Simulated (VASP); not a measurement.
Write the native input for VASP 6.6.1 that does the following.

```
Task                   : relaxation of cell and atoms
Functional             : PBE
Potentials or basis    : VASP PAW PBE potentials, release 64 (Y_sv, Sc_sv, Pt)
Cutoff                 : 600 eV
k mesh                 : 12 × 12 × 4
Occupations            : gaussian, width 0.1 eV
Spin                   : no spin polarisation
Dipole correction      : no
Further INCAR settings : ALGO = Fast; EDIFF = 1e-06; IBRION = 2; EDIFFG = -0.01; NSW = 100; ISIF = 3
```

The structure of YSc2Pt2 lies in POSCAR:

```
YSc2Pt2
1.0
    3.6045294455      0.0000000000      0.0000000000
   -1.8022647228      3.1216140685      0.0000000000
    0.0000000000      0.0000000000     11.0467865708
Y Sc Pt
1 2 2
Direct
    0.0000000000      0.0000000000      0.0000000000
    0.3333333333      0.6666666667      0.2773551514
    0.6666666667      0.3333333333      0.7226448486
    0.3333333333      0.6666666667      0.5832879585
    0.6666666667      0.3333333333      0.4167120415
```

One way to write it, as run:

INCAR

```
PREC     = Accurate       # precision mode
ENCUT    = 600            # plane-wave cutoff, eV
EDIFF    = 1E-6           # SCF threshold, eV
ISMEAR   = 0              # smearing method
SIGMA    = 0.1            # smearing width, eV
LREAL    = False          # projectors in reciprocal space
LASPH    = True           # aspherical terms in the spheres
NELM     = 80             # most SCF steps
ALGO     = Fast           # electronic algorithm
ISIF     = 3              # what is computed and relaxed
LWAVE    = False          # write WAVECAR
LCHARG   = False          # write CHGCAR
GGA      = PE             # functional
IBRION   = 2              # ionic algorithm
NSW      = 100            # ionic steps
EDIFFG   = -0.01          # ionic threshold
```

KPOINTS

```
Automatic mesh
0
Gamma
  12 12 4
```

Potentials or basis: VASP PAW PBE potentials, release 64 (Y_sv, Sc_sv, Pt).

The run is started by

```bash
$ cat potpaw_PBE.64/Y_sv/POTCAR potpaw_PBE.64/Sc_sv/POTCAR potpaw_PBE.64/Pt/POTCAR > POTCAR
$ mpirun -np 1 vasp_std > vasp.out
```

Results of the run:

```yaml
Relaxed_volume: 24.82 Å³/atom
Relaxed_cell: a = 3.610 Å, b = 3.610 Å, c = 10.996 Å, α = 90.00°, β = 90.00°, γ = 120.00°
Space_group_after_relaxing_to_0.1_Å: P-3m1 (No. 164)
Energy_gained_by_relaxing: 0.2 meV/atom
Ionic_steps: 10
Pressure_after_relaxing: 0.0 GPa
Largest_force_after_relaxing: 0.008 eV/Å
Band_gap_on_the_k_mesh: zero (an odd number of electrons rules out a gap without spin polarisation)
```

Caveat: spin-orbit coupling is left out, which moves the levels of the heavy elements.

It took 76 min on 1 thread of Intel Xeon 8259CL, with other jobs on the host, peak memory 0.56 GiB.
